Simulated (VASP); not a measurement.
# PbF2 (I4/mmm) in VASP: further runs, part 2 of 2

VASP 6.6.1.

## 4. Single point, r2SCAN

This run uses another cell than the first one, of the same volume but with other edges.

POSCAR

```
PbF2
1.0
    0.0000000000      2.7211557324      3.5375024521
    2.7211557324      0.0000000000      3.5375024521
    2.7211557324      2.7211557324      0.0000000000
Pb F
1 2
Direct
    0.0000000000      0.0000000000      0.0000000000
    0.2500000000      0.2500000000      0.2500000000
    0.7500000000      0.7500000000      0.7500000000
```

INCAR.step1

```
PREC = Accurate
ENCUT = 520
ISMEAR = 0
SIGMA = 0.05
LREAL = False
LASPH = True
NELM = 80
NBANDS = 21
GGA = PE
ALGO = Normal
EDIFF = 1E-4
LWAVE = True
LCHARG = False
```

INCAR.step2

```
PREC = Accurate
ENCUT = 520
EDIFF = 1E-6
ISMEAR = 0
SIGMA = 0.05
LREAL = False
LASPH = True
NELM = 80
ALGO = Normal
ISIF = 2
LWAVE = False
LCHARG = False
METAGGA = R2SCAN
LMIXTAU = True
NBANDS = 21
ISTART = 1
```

KPOINTS

```
regular mesh
0
Gamma
  8 8 8
```

Potentials or basis: VASP PAW PBE potentials, release 64 (Pb_d, F).

Run with:

```console
> cat potpaw_PBE.64/Pb_d/POTCAR potpaw_PBE.64/F/POTCAR > POTCAR
> cp INCAR.step1 INCAR
> mpirun -np 1 vasp_std > vasp.out
> cp INCAR.step2 INCAR
> mpirun -np 1 vasp_std > vasp.out
```

OUTCAR:

```text
PREC = Accurate
   ENCUT = 520
   EDIFF = 1E-6
   ISMEAR = 0
   LREAL = False
   LASPH = True
   NELM = 80
   ISIF = 2
   METAGGA = R2SCAN
   ISTART = 1

 ion  position               nearest neighbor table
   1  0.000  0.000  0.000-   3 2.61   3 2.61   3 2.61   2 2.61   3 2.61   2 2.61   2 2.61   2 2.61

   2  0.250  0.250  0.250-   1 2.61   1 2.61   1 2.61   1 2.61
   3  0.750  0.750  0.750-   1 2.61   1 2.61   1 2.61   1 2.61

  LATTYP: Found a body centered tetragonal cell.
 ALAT       =     3.8482953421
 C/A-ratio  =     1.8384776311

  Lattice vectors:

 A1 = (  -2.7211557324,   0.0000000000,   3.5375024521)
 A2 = (   2.7211557324,   0.0000000000,   3.5375024521)
 A3 = (   0.0000000000,   2.7211557324,  -3.5375024521)

Analysis of symmetry for initial positions (statically):
=====================================================================
 Subroutine PRICEL returns:
 Original cell was already a primitive cell.

 Routine SETGRP: Setting up the symmetry group for a
 body centered tetragonal supercell.

 Subroutine GETGRP returns: Found 16 space group operations
 (whereof 16 operations were pure point group operations)
 out of a pool of 16 trial point group operations.

The static configuration has the point symmetry D_4h.

Analysis of symmetry for dynamics (positions and initial velocities):
=====================================================================
 Subroutine PRICEL returns:
 Original cell was already a primitive cell.

 Routine SETGRP: Setting up the symmetry group for a
 body centered tetragonal supercell.

 Subroutine GETGRP returns: Found 16 space group operations
 (whereof 16 operations were pure point group operations)
 out of a pool of 16 trial point group operations.

The dynamic configuration has the point symmetry D_4h.
[... 115 lines left out ...]
   EFERMI =   0.00;   METHOD = LEGACY
   ISMEAR =     0;   SIGMA  =   0.05  broadening in eV -4-tet -1-fermi 0-gaus
   EFERMI_NEDOS =   21; number of points for ismear=-14 and -15
   IALGO  =     38    algorithm
   IMIX   =      4    mixing-type and parameters
     AMIX     =   0.40;   BMIX     =  1.00
     AMIX_MAG =   1.60;   BMIX_MAG =  1.00
  volume/ion in A,a.u.               =      17.46       117.84
  Fermi-wavevector in a.u.,A,eV,Ry     =   1.328566  2.510625 24.015460  1.765086
  Thomas-Fermi vector in A             =   2.457794
   LORBIT       =      0    0 simple, 1 ext, 2 COOP (PROOUT), +10 PAW based schemes
   METAGGA = R2SCAN    functional components
   LHFCALC =     F    Hartree Fock is set to
   AEXX    =    0.0000 exact exchange contribution
   IVDW    =     0    specifies the selected vdW correction
   LEPSILON=     F    determine dielectric tensor
   LRPA    =     F    only Hartree local field effects (RPA)
 non-spin polarized calculation
 Gauss-broadening in eV      SIGMA  =   0.05
  energy-cutoff  :      520.00
  volume of cell :       52.39
 maximum number of plane-waves:      1430
 NGX is ok and might be reduce to    36

 number of electron      27.9999997 magnetization

 Free energy of the ion-electron system (eV)
  ---------------------------------------------------
  ext. energy  EPLUGINS =         0.00000000
  ---------------------------------------------------
  free energy    TOTEN  =       -69.69008293 eV

  energy without entropy =      -69.69008293  energy(sigma->0) =      -69.69008293

 E-fermi :   1.9990     XC(G=0): -10.0273

 val. band max:        1.7930763898   @ k =   0.5000   0.5000   0.0000
 cond. band min:       5.4068959969   @ k =   0.5000   0.0000   0.5000
 fundamental gap:      3.6138196071
 Fermi energy:         1.9990042327

 k-point     1 :       0.0000    0.0000    0.0000
  band No.  band energies     occupation
      1     -20.6069      2.00000
      2     -19.8730      2.00000
      3     -13.8485      2.00000
      4     -13.7201      2.00000
      5     -13.6210      2.00000
      6     -13.6210      2.00000
[... 565 lines left out ...]
     20      16.9113      0.00000
     21      18.1700      0.00000

 [... further k-points ...]

------------------------ aborting loop because EDIFF is reached ----------------------------------------

  FORCE on cell =-STRESS in cart. coord.  units (eV):
  Direction    XX          YY          ZZ          XY          YZ          ZX
  --------------------------------------------------------------------------------------
  -------------------------------------------------------------------------------------
  Total        1.0065021      1.0065021     -5.0307610      0.0000000      0.0000000     -0.0000000
  in kB       30.7816396     30.7816396   -153.8546861      0.0000000      0.0000000     -0.0000000
  external PRESSURE =     -30.7638023 kB  Pullay stress =       0.0000000 kB

 VOLUME and BASIS-vectors are now :
 -----------------------------------------------------------------------------
  energy-cutoff  :      520.00
  volume of cell :       52.39
      direct lattice vectors                 reciprocal lattice vectors
     0.000000000  2.721155732  3.537502452    -0.183745456  0.183745456  0.141342658
     2.721155732  0.000000000  3.537502452     0.183745456 -0.183745456  0.141342658
     2.721155732  2.721155732  0.000000000     0.183745456  0.183745456 -0.141342658

 POSITION                                       TOTAL-FORCE (eV/Angst)
 -----------------------------------------------------------------------------------
      0.00000      0.00000      0.00000        -0.000000      0.000000      0.000000
      1.36058      1.36058      1.76875         0.000000      0.000000     -0.000000
      4.08173      4.08173      5.30625        -0.000000     -0.000000      0.000000
 -----------------------------------------------------------------------------------
    total drift:                                0.000000      0.000000      0.000000

  FREE ENERGIE OF THE ION-ELECTRON SYSTEM (eV)
  ---------------------------------------------------
  free  energy   TOTEN  =       -69.6900829332 eV

  energy  without entropy=      -69.6900829332  energy(sigma->0) =      -69.69008293
```

OUTCAR.step1:

```text
PREC = Accurate
   ENCUT = 520
   ISMEAR = 0
   LREAL = False
   LASPH = True
[... 803 lines left out ...]
      0.00000      0.00000      0.00000         0.000000     -0.000000      0.000000
      1.36058      1.36058      1.76875         0.000000      0.000000      0.000000
      4.08173      4.08173      5.30625        -0.000000     -0.000000      0.000000
 -----------------------------------------------------------------------------------
    total drift:                                0.000000      0.000000      0.000000

  FREE ENERGIE OF THE ION-ELECTRON SYSTEM (eV)
  ---------------------------------------------------
  free  energy   TOTEN  =       -13.8807048610 eV

  energy  without entropy=      -13.8807048610  energy(sigma->0) =      -13.88070486
```

OSZICAR.step1:

```text
N       E                     dE             d eps       ncg     rms          rms(c)
DAV:   1     0.304333427269E+03    0.30433E+03   -0.14679E+04  2478   0.153E+03
DAV:   2     0.117182475942E+02   -0.29262E+03   -0.27391E+03  2671   0.433E+02
DAV:   3    -0.153975494572E+02   -0.27116E+02   -0.26825E+02  2967   0.140E+02
DAV:   4    -0.161437855543E+02   -0.74624E+00   -0.74582E+00  2845   0.245E+01
DAV:   5    -0.161689538435E+02   -0.25168E-01   -0.25167E-01  3220   0.458E+00    0.825E+00
DAV:   6    -0.139438644595E+02    0.22251E+01   -0.99109E+00  3410   0.238E+01    0.282E+00
DAV:   7    -0.139106057155E+02    0.33259E-01   -0.54127E-01  2627   0.431E+00    0.167E+00
DAV:   8    -0.138831331409E+02    0.27473E-01   -0.16300E-01  2833   0.394E+00    0.620E-01
DAV:   9    -0.138792744333E+02    0.38587E-02   -0.29514E-02  3023   0.117E+00    0.127E-01
DAV:  10    -0.138807961661E+02   -0.15217E-02   -0.33764E-03  2552   0.543E-01    0.538E-02
DAV:  11    -0.138806950885E+02    0.10108E-03   -0.30294E-04  2765   0.164E-01    0.210E-02
DAV:  12    -0.138807048610E+02   -0.97725E-05   -0.10624E-04  2057   0.933E-02
   1 F= -.13880705E+02 E0= -.13880705E+02  d E =-.210410E-15
```

It took 7.9 min on 1 thread of AMD EPYC 7R43 (Zen 3), shared host; peak memory 0.2 GiB.

What came out:

```
Free energy            : -69.6901 eV
Pressure               : -3.1 GPa
Band gap on the k mesh : 3.61 eV (least direct gap 4.45 eV)
```

Stress tensor (GPa, compression positive):
```
  3.08   0.00   0.00
  0.00   3.08   0.00
  0.00   0.00 -15.39
```

Caveat: the cell stands under tension; the PAW data sets were made with another functional, which shifts forces and pressure a little; spin-orbit coupling is left out, which moves the levels of the heavy elements.

## 5. Single point, r2SCAN

This run uses another cell than the first one, of the same volume but with other edges.

POSCAR

```
PbF2
1.0
    0.0000000000      3.0535514289      2.8092673146
    3.0535514289      0.0000000000      2.8092673146
    3.0535514289      3.0535514289      0.0000000000
Pb F
1 2
Direct
    0.0000000000      0.0000000000      0.0000000000
    0.2500000000      0.2500000000      0.2500000000
    0.7500000000      0.7500000000      0.7500000000
```

INCAR.step1

```
SYSTEM = PbF2
ALGO = Normal
EDIFF = 1E-4
ENCUT = 520
GGA = PE
ISMEAR = 0
LASPH = .TRUE.
LCHARG = .FALSE.
LREAL = .FALSE.
LWAVE = .TRUE.
NBANDS = 21
NELM = 60
PREC = Accurate
SIGMA = 0.05
```

INCAR.step2

```
SYSTEM = PbF2
ALGO = Normal
EDIFF = 1E-6
ENCUT = 520
ISIF = 2
ISMEAR = 0
ISTART = 1
LASPH = .TRUE.
LCHARG = .FALSE.
LMIXTAU = .TRUE.
LREAL = .FALSE.
LWAVE = .FALSE.
METAGGA = R2SCAN
NBANDS = 21
NELM = 60
PREC = Accurate
SIGMA = 0.05
```

KPOINTS

```
k-points
0
G
  8 8 8
  0 0 0
```

Run with:

```console
> cat potpaw_PBE.64/Pb_d/POTCAR potpaw_PBE.64/F/POTCAR > POTCAR
> cp INCAR.step1 INCAR
> mpirun -np 1 vasp_std > vasp.out
> cp INCAR.step2 INCAR
> mpirun -np 1 vasp_std > vasp.out
```

It took 5.2 min on 1 thread of AMD EPYC 7R43 (Zen 3), shared host; peak memory 0.18 GiB.

The run converged. Its results:

```
Free energy            : -70.1201 eV
Pressure               : -1.0 GPa
Band gap on the k mesh : 4.56 eV (least direct gap 4.96 eV)
```

Stress tensor (GPa, compression positive):
```
-2.52  0.00  0.00
 0.00 -2.52  0.00
 0.00  0.00  2.06
```

Levels at points of the mesh, in eV from the valence-band top:
```tsv
k point	band 12	band 13	band 14	band 15	band 16	band 17
(0.00, 0.00, 0.00)	-2.41	-2.41	-1.83	6.89	7.29	7.29
(0.50, 0.00, 0.00)	-2.45	-2.35	-0.22	5.13	7.99	8.13
(0.50, 0.50, 0.00)	-1.89	-1.54	-0.64	4.62	8.17	8.17
(0.50, 0.00, 0.50)	-1.91	-1.54	-0.17	4.80	7.96	8.56
```

Caveat: the PAW data sets were made with another functional, which shifts forces and pressure a little; spin-orbit coupling is left out, which moves the levels of the heavy elements.

## 6. Summary

```csv
cell,gap on the mesh (eV),pressure (GPa)
"a = 4.366, b = 4.366, c = 3.952 Å, angles 63.1, 63.1, 53.8°, 3 atoms",4.08,-1.9
"a = 4.092, b = 4.092, c = 4.563 Å, angles 56.1, 56.1, 67.8°, 3 atoms",3.88,-2.0
"a = 4.463, b = 4.463, c = 3.848 Å, angles 64.5, 64.5, 51.1°, 3 atoms",3.61,-3.1
"a = 4.149, b = 4.149, c = 4.318 Å, angles 58.6, 58.6, 62.7°, 3 atoms",4.56,-1.0
```

Alike in all rows: task single point; level r2SCAN; potentials or basis VASP PAW PBE potentials, release 64 (Pb_d, F); no spin polarisation; k mesh 8 × 8 × 8; cutoff (eV) 520; smearing gaussian 0.05 eV.

Caveats: the PAW data sets were made with another functional, which shifts forces and pressure a little; spin-orbit coupling is left out, which moves the levels of the heavy elements; the cell stands under tension (at least some runs).

Total energies depend on the potentials used, so only differences within one code and one set of settings carry meaning.
